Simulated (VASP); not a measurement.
Input of a VASP 6.6.1 run:

File POSCAR:

```
TiTe2
1.0
    3.7770000000      0.0000000000      0.0000000000
   -1.8885000000      3.2709779500      0.0000000000
    0.0000000000      0.0000000000      6.4980000000
Ti Te
1 2
Direct
    0.0000000000      0.0000000000      0.0000000000
    0.6666666700      0.3333333300      0.2628000000
    0.3333333300      0.6666666700      0.7372000000
```

File INCAR.step1:

```
PREC = Accurate
ENCUT = 600
ISMEAR = -1
SIGMA = 0.1
LREAL = F
LASPH = T
NELM = 80
GGA = PE
ALGO = Normal
EDIFF = 1E-4
LWAVE = T
LCHARG = F
```

INCAR.step2

```
PREC = Accurate
ENCUT = 600
EDIFF = 1E-6
ISMEAR = -1
SIGMA = 0.1
LREAL = F
LASPH = T
NELM = 80
ALGO = Normal
ISIF = 3
LWAVE = F
LCHARG = F
METAGGA = R2SCAN
LMIXTAU = T
IBRION = 2
NSW = 80
EDIFFG = -0.01
ISTART = 1
```

KPOINTS

```
regular mesh
0
Gamma
  10 10 5
```

Potentials or basis: VASP PAW PBE potentials, release 64 (Ti_sv, Te).

Launch:

```sh
$ cat potpaw_PBE.64/Ti_sv/POTCAR potpaw_PBE.64/Te/POTCAR > POTCAR
$ cp INCAR.step1 INCAR
$ mpirun -np 1 vasp_std > vasp.out
$ cp INCAR.step2 INCAR
$ mpirun -np 1 vasp_std > vasp.out
```

Q: Estimate the space group after relaxing (to 0.05 Å).

A: P-3m1 (No. 164).

Q: What does it give for the band gap on the k mesh?

A: Zero (band 12 reaches 6.41 eV, above the bottom of band 13 at 5.92 eV).

Q: What does it give for the relaxed cell?

A: a = 3.810 Å, b = 3.810 Å, c = 6.817 Å, α = 90.00°, β = 90.00°, γ = 120.00°.

Q: What does it give for the relaxed volume?

A: 28.56 Å³/atom.

Final structure:
```
CELL_PARAMETERS angstrom
3.80959 0.00000 0.00000
-1.90479 3.29920 0.00000
0.00000 0.00000 6.81717
ATOMIC_POSITIONS crystal
Ti 0.00000 0.00000 0.00000
Te 0.66667 0.33333 0.24860
Te 0.33333 0.66667 0.75140
```

Caveat: the PAW data sets were made with another functional, which shifts forces and pressure a little; spin-orbit coupling is left out, which moves the levels of the heavy elements. Zero-point motion and thermal expansion aren't in these numbers.
